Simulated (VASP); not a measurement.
Input of a VASP 6.6.1 run:

The input INCAR:

```
SYSTEM = MgO
ALGO = Normal
EDIFF = 1E-6
ENCUT = 520
GGA = PE
ISIF = 2
ISMEAR = 0
LASPH = .True.
LCHARG = .False.
LREAL = .False.
LWAVE = .False.
NBANDS = 11
NELM = 60
PREC = Accurate
SIGMA = 0.05
```

KPOINTS

```
k-points
0
Gamma
  10 10 10
  0 0 0
```

Contents of POSCAR:

```
MgO
1.0
    0.0000000000      2.1351500000      2.1351500000
    2.1351500000      0.0000000000      2.1351500000
    2.1351500000      2.1351500000      0.0000000000
Mg O
1 1
Direct
    0.0000000000      0.0000000000      0.0000000000
    0.3594946491      0.3594946491      0.6405053509
```

Potentials or basis: VASP PAW PBE potentials, release 64 (Mg, O).

The run is started by

```console
$ cat potpaw_PBE.64/Mg/POTCAR potpaw_PBE.64/O/POTCAR > POTCAR
$ mpirun -np 1 vasp_std > vasp.out
```

(1) Estimate the largest force.

(2) Predict the band gap on the k mesh.

(3) Estimate the pressure.

Results:

(1) 13.351 eV/Å.

(2) 4.31 eV, indirect (least direct gap 4.37 eV).

(3) 49.0 GPa.

Caveat: the cell differs from its parent crystal (atom 2 (O) moved by (+0.000, -0.600) A along [1 1 0] and z); forces of over 1 eV/Å act on the atoms, so gaps and moduli don't describe the material at rest.
